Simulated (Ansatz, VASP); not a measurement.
**TiB2: VASP beside Ansatz**

```
Ti B
1.0
     3.02920    0.00000    0.00000
    -1.51460    2.62336    0.00000
     0.00000    0.00000    3.22840
Ti B
1 2
Cartesian
  0.0000 0.0000 0.0000
  0.0000 1.7489 1.6142
  1.5146 0.8745 1.6142
```

Alike in both runs: task single point; functional revPBE; k mesh 8 × 8 × 7; occupations fermi-dirac, width 0.1 eV; no spin polarisation.

```csv
,VASP,Ansatz
version,VASP 6.6.1,Ansatz 0.2.0
potentials or method,"VASP PAW PBE potentials, release 64 (Ti_sv, B), cutoff 500 eV","plane waves, PAW"
valence electrons in the cell,18,18
```

|  | VASP | Ansatz | Ansatz less VASP |
| --- | --- | --- | --- |
| pressure (GPa) | 3.8 | 3.7 | -0.16 |
| traceless stress, the component that is largest in VASP (GPa) | -1.32 | -1.35 | -0.029 |

VASP's potentials were made for PBE, not for revPBE.
